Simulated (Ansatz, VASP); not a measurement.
**One calculation of MgCd3O4, two programs**

```xyz
8
Lattice="3.3002 -4.6678 0.0000 3.3002 4.6678 0.0000 0.0000 0.0000 3.2863" Properties=species:S:1:pos:R:3 pbc="T T T"
Mg    3.3002    0.0000    1.6431
Cd    1.6501    2.3339    0.0000
Cd    0.0000    0.0000    1.6431
Cd    1.6501   -2.3339    0.0000
O     4.8290    0.0000    0.0000
O     3.3002   -2.2025    1.6431
O     3.3002    2.2025    1.6431
O     1.7714    0.0000    0.0000
```

Alike in both runs: task single point; functional PBE; k mesh 8 × 8 × 12; occupations gaussian, width 0.1 eV; no spin polarisation.

|  | VASP | Ansatz |
| --- | --- | --- |
| version | VASP 6.6.1 | Ansatz 0.2.0 |
| potentials or method | VASP PAW PBE potentials, release 64 (Mg, Cd, O), cutoff 520 eV | scalar-relativistic, plane waves, PAW |
| valence electrons in the cell | 62 | 94 |

Ansatz gave:

- gap on the k mesh at the Fermi level (eV): none
- pressure (GPa): 0.0
- rms of the force components (eV/Å): 0.000

Task: Which values does VASP return?

Result: gap on the k mesh at the Fermi level (eV): none; pressure (GPa): 0.9; rms of the force components (eV/Å): 0.027.

Atom by atom the forces differ by 0.027 eV/Å (rms over components). A gap of «none» marks a metal or a gap that the smearing closes. VASP's potentials hold 62 valence electrons a cell and Ansatz's 94, so a difference there can come from the potentials and not from the codes.
